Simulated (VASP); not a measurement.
Na: single point with PBEsol

The system is Na.

```
CELL_PARAMETERS angstrom
2.93669 0.00000 0.00000
-1.46834 2.54325 0.00000
0.00000 0.00000 4.85437
ATOMIC_POSITIONS crystal
Na 0.33333 0.66667 0.25000
Na 0.66667 0.33333 0.75000
```

This isn't the form of Na at room conditions, which is bcc.

- Program: VASP 6.6.1
- Task: single point
- Functional: PBEsol
- Potentials or basis: VASP PAW PBE potentials, release 64 (Na_pv)
- Cutoff: 520 eV
- k mesh: 13 × 13 × 7
- Occupations: fermi-dirac, width 0.1 eV
- Spin: no spin polarisation
- Dipole correction: no
- Further INCAR settings: ALGO = Normal; EDIFF = 1e-06; NBANDS = 14

* Pressure: 20.1 GPa
* Band gap on the k mesh: zero (bands 7 and 8 overlap by 5.07 eV)

Levels at points of the mesh, in eV from the Fermi level:
```tsv
k point	band 4	band 5	band 6	band 7	band 8	band 9	band 10	band 11
(0.00, 0.00, 0.00)	-24.76	-24.76	-24.76	-5.19	0.60	1.66	14.69	14.69
```

Wall time 27 s on 1 thread of Intel Xeon 8259CL (shared host), peak memory 0.16 GiB.

Caveat: the cell stands under pressure; the PAW data sets were made with another functional, which shifts forces and pressure a little.
